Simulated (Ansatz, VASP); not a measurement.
**Two plane-wave programs on Si2W**

Contents of INCAR:

```
SYSTEM = Si2W
PREC = Accurate ; ENCUT = 520
EDIFF = 1E-7 ; ISMEAR = 0
SIGMA = 0.15 ; LREAL = .False.
LASPH = .True. ; NELM = 80
ALGO = Normal ; ISIF = 2
LWAVE = .False. ; LCHARG = .False.
GGA = PE ; NBANDS = 18
```

The input KPOINTS:

```
regular mesh
0
Gamma
  22 22 22
  0 0 0
```

The input POSCAR:

```
Si2W
1.0
   -1.5884528176      1.5884528176      4.0634586864
    1.5884528176     -1.5884528176      4.0634586864
    1.5884528176      1.5884528176     -4.0634586864
Si W
2 1
Direct
    0.3345744059      0.3345744059      0.0000000000
    0.6654255941      0.6654255941      0.0000000000
    0.0000000000      0.0000000000      0.0000000000
```

Input for Ansatz:

```yaml
crystal:
  lattice:
    - [-1.5884528176, 1.5884528176, 4.0634586864]
    - [1.5884528176, -1.5884528176, 4.0634586864]
    - [1.5884528176, 1.5884528176, -4.0634586864]
  atoms:
    - { symbol: Si, position: [0.3345744059, 0.3345744059, 0.0] }
    - { symbol: Si, position: [0.6654255941, 0.6654255941, 0.0] }
    - { symbol: W, position: [0.0, 0.0, 0.0] }
basis:
  ecutwfc: 420
kpoints:
  mp_grid: { grid: [22, 22, 22] }
hamiltonian:
  xc: pbe
scf:
  occupations: { method: gaussian, width: 0.15 }
output:
  forces: true
  stress: true
  eigenvalues: true
```

Alike in both runs: task single point; functional PBE; k mesh 22 × 22 × 22; occupations gaussian, width 0.15 eV; no spin polarisation.

|  | VASP | Ansatz |
| --- | --- | --- |
| version | VASP 6.6.1 | Ansatz 0.2.0 |
| potentials or method | VASP PAW PBE potentials, release 64 (Si, W_sv), cutoff 520 eV | scalar-relativistic, plane waves, PAW |
| valence electrons in the cell | 22 | 22 |

```csv
,VASP,Ansatz,Ansatz less VASP
gap on the k mesh at the Fermi level (eV),none,none,-
pressure (GPa),-0.2,-0.3,-0.10
"traceless stress, the component that is largest in VASP (GPa)",-11.94,-11.88,+0.055
rms of the force components (eV/Å),0.006,0.009,+0.0025
```

Atom by atom the forces differ by 0.002 eV/Å (rms over components). A gap of «none» marks a metal or a gap that the smearing closes.

Neither program's run includes spin-orbit coupling.
